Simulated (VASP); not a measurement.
Input of a VASP 6.6.1 run:

File INCAR:

```
ALGO     = Normal         # electronic algorithm
EDIFF    = 1E-7           # SCF threshold, eV
ENCUT    = 520            # plane-wave cutoff, eV
GGA      = PE             # functional
ISIF     = 2              # what is computed and relaxed
ISMEAR   = -4             # smearing method
LASPH    = T              # aspherical terms in the spheres
LCHARG   = T              # write CHGCAR
LELF     = T              # ELF
LREAL    = F              # projectors in reciprocal space
LVHAR    = T            
LWAVE    = F              # write WAVECAR
NBANDS   = 26             # bands
NELM     = 100            # most SCF steps
PREC     = Accurate       # precision mode
SIGMA    = 0.1            # smearing width, eV
```

File KPOINTS:

```
k-points
0
Gamma
  9 9 5
```

File POSCAR:

```
CdSe
1.0
    3.4516383605      0.0000000000      0.0000000000
   -1.7258191802      2.9892065048      0.0000000000
    0.0000000000      0.0000000000      7.3832872451
Cd Se
2 2
Direct
    0.3333333333      0.6666666667      0.0315976205
    0.6666666667      0.3333333333      0.5315976205
    0.3333333333      0.6666666667      0.3444023795
    0.6666666667      0.3333333333      0.8444023795
```

Potentials or basis: VASP PAW PBE potentials, release 64 (Cd, Se).

The run is started by

```sh
$ cat potpaw_PBE.64/Cd/POTCAR potpaw_PBE.64/Se/POTCAR > POTCAR
$ mpirun -np 1 vasp_std > vasp.out
```

(1) Estimate the band gap on the k mesh.

(2) Predict the pressure.

## Answers

(1) zero (filled and empty bands touch).

(2) 45.1 GPa.
